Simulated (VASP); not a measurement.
ScSi4O, 6 atoms in the cell. Symmetry: P6/mmm, No. 191, hexagonal system. Conventional cell: a = 4.775 Å, b = 4.775 Å, c = 4.700 Å, α = 90.00°, β = 90.00°, γ = 120.00°. Sc (site symmetry 6/mmm) has 2 O at 2.35 Å and 6 Si at 2.76 Å within 3.1 Å. Si (site symmetry -6m2) has 5 Si at 2.35 to 2.76 Å and 3 O at 2.76 Å within 3.1 Å. Within 3.1 Å of Si (site symmetry -6m2) lie 5 Si at 2.35 to 2.76 Å and 3 Sc at 2.76 Å. Within 3.1 Å of O (site symmetry 6/mmm) lie 2 Sc at 2.35 Å and 6 Si at 2.76 Å. The cell was generated, and may not be a known phase.

```yaml
Program: VASP 6.6.1
Task: relaxation of cell and atoms
Functional: PBE
Potentials_or_basis: VASP PAW PBE potentials, release 64 (Sc_sv, Si, O)
Cutoff: 600 eV
k_mesh: 12 × 12 × 8
Occupations: gaussian, width 0.1 eV
Spin: no spin polarisation
Dipole_correction: no
Further_INCAR_settings: ALGO = Normal; EDIFF = 1e-07; IBRION = 2; EDIFFG = -0.01; NSW = 100; ISIF = 3
```

Potentials or basis: VASP PAW PBE potentials, release 64 (Sc_sv, Si, O).

Run with:

```sh
$ cat potpaw_PBE.64/Sc_sv/POTCAR potpaw_PBE.64/Si/POTCAR potpaw_PBE.64/O/POTCAR > POTCAR
$ mpirun -np 1 vasp_std > vasp.out
```

Hardware: 1 thread of Intel Xeon 8259CL (shared host).

Task: How long does it take, and how much memory?

Result: Wall time 14 min on 1 thread of Intel Xeon 8259CL, with other jobs on the host, peak memory 0.41 GiB. Counts: scf iterations 54, k points 95, ion steps 5.
